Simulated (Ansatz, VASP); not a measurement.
MnO: VASP beside Ansatz

```
Mn O
1.0
     3.37170    0.00000    0.00000
    -1.68585    2.91998    0.00000
     0.00000    0.00000    5.38550
Mn O
2 2
Cartesian
  0.0000 1.9467 0.0590
  1.6859 0.9733 2.7518
  0.0000 1.9467 2.0221
  1.6859 0.9733 4.7148
```

Alike in both runs: task electric field gradients; functional RPBE; k mesh 3 × 3 × 1; occupations gaussian, width 0.062 eV; collinear spin; Hubbard terms Mn d U = 6.8 eV, J = 0.4 eV.

```csv
,VASP,Ansatz
version,VASP 6.6.1,Ansatz 0.2.0
potentials or method,"VASP PAW PBE potentials, release 64 (Mn_pv, O), cutoff 520 eV","scalar-relativistic, plane waves, PAW"
valence electrons in the cell,38,42
```

Ansatz gave:

- gap on the k mesh at the Fermi level (eV): 0.14
- least direct gap on the mesh (eV): 0.14
- pressure (GPa): 17.0
- traceless stress, the component that is largest in VASP (GPa): 4.83
- rms of the force components (eV/Å): 0.548
- net moment per atom (μB): 2.50
- size of the moment on the site where the two differ most (μB): 3.99

Question: Estimate VASP's values.

Answer: gap on the k mesh at the Fermi level (eV): 0.24; least direct gap on the mesh (eV): 0.24; pressure (GPa): 16.4; traceless stress, the component that is largest in VASP (GPa): 5.71; rms of the force components (eV/Å): 0.548; net moment per atom (μB): 2.50; size of the moment on the site where the two differ most (μB): 4.67.

VASP's potentials were made for PBE, not for RPBE. Site moments also hang on the region over which each program counts them. The programs project onto different local orbitals, so the same U acts differently, and such runs can settle in different states. Atom by atom the forces differ by 0.000 eV/Å (rms over components). VASP's potentials hold 38 valence electrons a cell and Ansatz's 42, so a difference there can come from the potentials and not from the codes.

The k mesh is coarse, so the values compare programs but aren't converged.
